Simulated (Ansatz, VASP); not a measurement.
GaP in VASP and in Ansatz

Contents of POSCAR:

```
GaP
1.0
    0.0000000000      2.6115633931      2.6115633931
    2.6115633931      0.0000000000      2.6115633931
    2.6115633931      2.6115633931      0.0000000000
Ga P
1 1
Direct
    0.0000000000      0.0000000000      0.0000000000
    0.2500000000      0.2500000000      0.2500000000
```

INCAR.step1

```
SYSTEM = GaP
ALGO     = Normal         ! electronic algorithm
EDIFF    = 1E-4           ! SCF threshold, eV
ENCUT    = 520            ! plane-wave cutoff, eV
GGA      = PE             ! functional
ISMEAR   = 0              ! smearing method
LASPH    = .True.         ! aspherical terms in the spheres
LCHARG   = .False.        ! write CHGCAR
LREAL    = .False.        ! projectors in reciprocal space
LWAVE    = .True.         ! write WAVECAR
NBANDS   = 16             ! bands
NELM     = 80             ! most SCF steps
PREC     = Accurate       ! precision mode
SIGMA    = 0.02           ! smearing width, eV
```

File INCAR.step2:

```
SYSTEM = GaP
ALGO     = Normal         ! electronic algorithm
EDIFF    = 1E-6           ! SCF threshold, eV
ENCUT    = 520            ! plane-wave cutoff, eV
ISIF     = 2              ! what is computed and relaxed
ISMEAR   = 0              ! smearing method
ISTART   = 1            
LASPH    = .True.         ! aspherical terms in the spheres
LCHARG   = .False.        ! write CHGCAR
LMIXTAU  = .True.       
LREAL    = .False.        ! projectors in reciprocal space
LWAVE    = .False.        ! write WAVECAR
METAGGA  = R2SCAN         ! meta-GGA
NBANDS   = 16             ! bands
NELM     = 80             ! most SCF steps
PREC     = Accurate       ! precision mode
SIGMA    = 0.02           ! smearing width, eV
```

KPOINTS

```
k-points
0
Gamma
  8 8 8
  0 0 0
```

Input for Ansatz:

```yaml
crystal:
  lattice:
    - [0.0, 2.6115633931, 2.6115633931]
    - [2.6115633931, 0.0, 2.6115633931]
    - [2.6115633931, 2.6115633931, 0.0]
  atoms:
    - { symbol: Ga, position: [0.0, 0.0, 0.0] }
    - { symbol: P, position: [0.25, 0.25, 0.25] }
basis:
  ecutwfc: 500
kpoints:
  mp_grid: { grid: [8, 8, 8] }
hamiltonian:
  xc: r2scan
scf:
  occupations: { method: gaussian, width: 0.02 }
output:
  forces: true
  stress: true
  eigenvalues: true
```

Alike in both runs: task single point; functional r2SCAN; k mesh 8 × 8 × 8; occupations gaussian, width 0.02 eV; no spin polarisation.

|  | VASP | Ansatz |
| --- | --- | --- |
| version | VASP 6.6.1 | Ansatz 0.2.0 |
| potentials or method | VASP PAW PBE potentials, release 64 (Ga_d, P), cutoff 520 eV | scalar-relativistic, plane waves, PAW |
| valence electrons in the cell | 18 | 18 |

Ansatz gave:

```
gap on the k mesh at the Fermi level (eV) : 1.61
least direct gap on the mesh (eV)         : 3.52
pressure (GPa)                            : 14.9
```

What did VASP give for the same quantities?

gap on the k mesh at the Fermi level (eV): 1.62; least direct gap on the mesh (eV): 3.49; pressure (GPa): 14.9.

VASP's potentials were made for PBE, not for r2SCAN.
